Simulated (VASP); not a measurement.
# NaH: single point with r2SCAN

Crystal: NaH.

```
CELL_PARAMETERS angstrom
2.95512 0.00000 0.00000
0.00000 2.95512 0.00000
0.00000 0.00000 2.80737
ATOMIC_POSITIONS crystal
Na 0.00000 0.00000 0.00000
H 0.50000 0.50000 0.50000
```

This cell differs from its parent crystal: strain +0.000 along x and y, -0.050 along z.

```json
{"Program": "VASP 6.6.1", "Task": "single point", "Functional": "r2SCAN", "Potentials or basis": "VASP PAW PBE potentials, release 64 (Na_pv, H)", "Cutoff": "520 eV", "k mesh": "10 × 10 × 10", "Occupations": "gaussian, width 0.05 eV", "Spin": "no spin polarisation"}
```

```json
{
 "Pressure": "0.4 GPa",
 "Band gap on the k mesh": "1.42 eV, indirect (least direct gap 5.20 eV)"
}
```

Stress tensor (GPa, compression positive):
```
-1.72  0.00  0.00
 0.00 -1.72  0.00
 0.00  0.00  4.77
```

Levels at points of the mesh, in eV from the valence-band top:
| k point | band 2 | band 3 | band 4 | band 5 | band 6 | band 7 |
| --- | --- | --- | --- | --- | --- | --- |
| (0.00, 0.00, 0.00) | -25.54 | -25.53 | -6.23 | 9.91 | 11.30 | 12.46 |
| (0.50, 0.00, 0.00) | -25.52 | -25.51 | -3.78 | 1.42 | 12.41 | 14.76 |
| (0.50, 0.50, 0.00) | -25.68 | -25.50 | -2.15 | 4.58 | 4.58 | 7.69 |
| (0.00, 0.00, 0.50) | -25.51 | -25.51 | -3.41 | 1.93 | 12.11 | 15.01 |
| (0.50, 0.00, 0.50) | -25.66 | -25.50 | -1.82 | 5.01 | 5.10 | 8.14 |
| (0.50, 0.50, 0.50) | -25.64 | -25.64 | 0.00 | 7.26 | 7.26 | 7.49 |

It took 30 s on 1 thread of Intel(R) Xeon(R) 6975P-C (Granite Rapids), on a shared host, peak memory 0.15 GiB.

Caveat: the cell differs from its parent crystal (strain +0.000 along x and y, -0.050 along z); the PAW data sets were made with another functional, which shifts forces and pressure a little. A k mesh can miss the band edges.
